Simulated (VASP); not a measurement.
Write the native input for VASP 6.6.1 that does the following.

```
Task                   : single point
Functional             : PBE
Potentials or basis    : VASP PAW PBE potentials, release 64 (Au)
Cutoff                 : 520 eV
k mesh                 : 22 × 22 × 22
Occupations            : gaussian, width 0.15 eV
Spin                   : no spin polarisation
Dipole correction      : no
Further INCAR settings : ALGO = Fast; EDIFF = 1e-07; NBANDS = 12
```

The structure of Au lies in POSCAR:

```
Au
1.0
    0.0000000000      1.7869088406      2.6803632609
    1.7869088406      0.0000000000      2.6803632609
    1.7869088406      1.7869088406      0.0000000000
Au
1
Direct
    0.0000000000      0.0000000000      0.0000000000
```

This cell differs from its parent crystal: ratio of the length along z to the lengths across it x 1.5, volume and fractional coordinates fixed.

The input as run:

INCAR

```
ALGO = Fast
EDIFF = 1E-7
ENCUT = 520
GGA = PE
ISIF = 2
ISMEAR = 0
LASPH = True
LCHARG = True
LELF = True
LREAL = False
LVHAR = True
LWAVE = False
NBANDS = 12
NELM = 80
PREC = Accurate
SIGMA = 0.15
```

KPOINTS

```
k-points
0
Gamma
  22 22 22
```

Potentials or basis: VASP PAW PBE potentials, release 64 (Au).

Command:

```sh
$ cat potpaw_PBE.64/Au/POTCAR > POTCAR
$ mpirun -np 1 vasp_std > vasp.out
```

Results of the run:

```
Pressure               : 29.3 GPa
Band gap on the k mesh : zero (an odd number of electrons rules out a gap without spin polarisation)
```

Caveat: the stress differs along the axes, from -3 to 46 GPa; spin-orbit coupling is left out, which moves the levels of the heavy elements.

It took 54 s on 1 thread of Intel(R) Xeon(R) 6975P-C (Granite Rapids), with other jobs on the host, peak memory 0.28 GiB.
